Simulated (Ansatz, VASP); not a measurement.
# One calculation of CO2, two programs

```xyz
12
Lattice="6.0577 0.0000 0.0000 0.0000 6.0577 0.0000 0.0000 0.0000 6.0577" Properties=species:S:1:pos:R:3 pbc="T T T"
C     0.0000    0.0000    0.0000
C     3.0289    0.0000    3.0289
C     3.0289    3.0289    0.0000
C     0.0000    3.0289    3.0289
O     0.6753    0.6753    0.6753
O     2.3535    5.3824    3.7042
O     3.7042    2.3535    5.3824
O     5.3824    3.7042    2.3535
O     5.3824    5.3824    5.3824
O     3.7042    0.6753    2.3535
O     2.3535    3.7042    0.6753
O     0.6753    2.3535    3.7042
```

Alike in both runs: functional PBE; k mesh 4 × 4 × 4; occupations gaussian, width 0.02 eV; no spin polarisation.

Ansatz relaxed the structure, and its values are those at the end. VASP's run is a single point on that final structure, the one shown.

```csv
,VASP,Ansatz
version,VASP 6.6.1,Ansatz 0.2.0
potentials or method,"VASP PAW PBE potentials, release 64 (C_h, O_h), cutoff 1340 eV","scalar-relativistic, plane waves, PAW"
valence electrons in the cell,64,64
```

VASP gave:

| Item | Value |
| --- | --- |
| gap on the k mesh at the Fermi level (eV) | 6.64 |
| least direct gap on the mesh (eV) | 6.64 |
| pressure (GPa) | -0.2 |
| rms of the force components (eV/Å) | 0.004 |

Question: Estimate Ansatz's values.

Answer: gap on the k mesh at the Fermi level (eV): 6.64; least direct gap on the mesh (eV): 6.64; pressure (GPa): 0.0; rms of the force components (eV/Å): 0.001.

The functional is the same, so the differences come from potentials, cutoffs and numerics.
